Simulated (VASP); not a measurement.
Set up this calculation in VASP 6.6.1, as the native input.

| Property | Result |
| --- | --- |
| Task | single point |
| Functional | PBEsol |
| Potentials or basis | VASP PAW PBE potentials, release 64 (Sc_sv) |
| Cutoff | 520 eV |
| k mesh | 12 × 12 × 10 |
| Occupations | gaussian, width 0.1 eV |
| Spin | no spin polarisation |
| Dipole correction | no |
| Further INCAR settings | ALGO = Fast; EDIFF = 1e-06; NBANDS = 12 |

The structure of Sc lies in POSCAR:

```
Sc
1.0
   -1.8899349515      1.9185628189      1.7264568371
    1.8873607243     -1.9290846191      1.7353279968
    1.8838605609      1.9230102285     -1.7382013747
Sc
1
Direct
    0.0351787282      0.0412886332      0.0204605345
```

This cell differs from its parent crystal: the cell strained at random.

One way to write it, as run:

INCAR

```
  PREC = Accurate
  ENCUT = 520
  EDIFF = 1E-6
  ISMEAR = 0
  SIGMA = 0.1
  LREAL = False
  LASPH = True
  NELM = 60
  ALGO = Fast
  ISIF = 2
  LWAVE = False
  LCHARG = False
  GGA = PS
  NBANDS = 12
```

KPOINTS

```
Automatic mesh
0
Gamma
  12 12 10
```

Potentials or basis: VASP PAW PBE potentials, release 64 (Sc_sv).

Command:

```console
$ cat potpaw_PBE.64/Sc_sv/POTCAR > POTCAR
$ mpirun -np 1 vasp_std > vasp.out
```

Results of the run:

```json
{"Pressure": "-2.6 GPa"}
```

Caveat: the cell differs from its parent crystal (the cell strained at random); the PAW data sets were made with another functional, which shifts forces and pressure a little.

It took 56 s on 1 thread of Intel(R) Xeon(R) 6975P-C (Granite Rapids), with other jobs on the host, peak memory 0.3 GiB.
